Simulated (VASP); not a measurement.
## LuH3: single point with PBEsol

Crystal: LuH3.

```
Lu H
1.0
     6.04350    0.00000    0.00000
    -3.02175    5.23383    0.00000
     0.00000    0.00000    6.29494
Lu H
6 18
Direct
  0.66373 0.00000 0.25000
  0.33627 0.33627 0.25000
  0.00000 0.66373 0.25000
  0.66373 0.66373 0.75000
  0.00000 0.33627 0.75000
  0.33627 0.00000 0.75000
  0.32242 0.97296 0.40783
  0.65054 0.67758 0.40783
  0.02704 0.34946 0.40783
  0.32242 0.34946 0.90783
  0.02704 0.67758 0.90783
  0.65054 0.97296 0.90783
  0.67758 0.02704 0.59217
  0.34946 0.32242 0.59217
  0.97296 0.65054 0.59217
  0.67758 0.65054 0.09217
  0.97296 0.32242 0.09217
  0.34946 0.02704 0.09217
  0.00000 0.00000 0.25000
  0.00000 0.00000 0.75000
  0.66667 0.33333 0.31447
  0.66667 0.33333 0.81447
  0.33333 0.66667 0.68553
  0.33333 0.66667 0.18553
```

```
Program             : VASP 6.6.1
Task                : single point
Functional          : PBEsol
Potentials or basis : VASP PAW PBE potentials, release 64 (Lu, H)
Cutoff              : 520 eV
k mesh              : 9 × 9 × 6
Occupations         : gaussian, width 0.01 eV
Spin                : no spin polarisation
```

```
Pressure               : 0.2 GPa
Largest force          : 0.009 eV/Å
Band gap on the k mesh : 0.04 eV (least direct gap 0.14 eV)
```

Forces in eV/Å, atoms in the order of the input:
```
Lu   0.003  0.000  0.000
Lu  -0.001 -0.002  0.000
Lu  -0.001  0.002  0.000
Lu   0.001  0.002  0.000
Lu   0.001 -0.002  0.000
Lu  -0.003  0.000  0.000
H    0.000  0.003  0.000
H    0.003 -0.001  0.000
H   -0.002 -0.002  0.000
H    0.002 -0.002  0.000
H   -0.003 -0.001  0.000
H    0.000  0.003  0.000
H    0.000 -0.003  0.000
H   -0.003  0.001  0.000
H    0.002  0.002  0.000
H   -0.002  0.002  0.000
H    0.003  0.001  0.000
H    0.000 -0.003  0.000
H    0.000  0.000  0.000
H    0.000  0.000  0.000
H    0.000  0.000  0.009
H    0.000  0.000  0.009
H    0.000  0.000 -0.009
H    0.000  0.000 -0.009
```

Stress tensor (GPa, compression positive):
```
0.22 0.00 0.00
0.00 0.22 0.00
0.00 0.00 0.07
```

Levels at points of the mesh, in eV from the valence-band top:
```csv
k point,band 82,band 83,band 84,band 85,band 86,band 87
"(0.00, 0.00, 0.00)",-1.94,-1.78,-0.57,0.67,1.73,1.73
"(0.00, 0.00, 0.50)",-3.31,-0.45,-0.45,1.27,1.27,1.76
```

Run time: 19 min on 4 MPI ranks on Intel(R) Xeon(R) Platinum 8375C CPU @ 2.90GHz (Ice Lake) (shared host), peak memory 0.85 GiB a rank.

Caveat: the PAW data sets were made with another functional, which shifts forces and pressure a little; spin-orbit coupling is left out, which moves the levels of the heavy elements. A k mesh can miss the band edges.
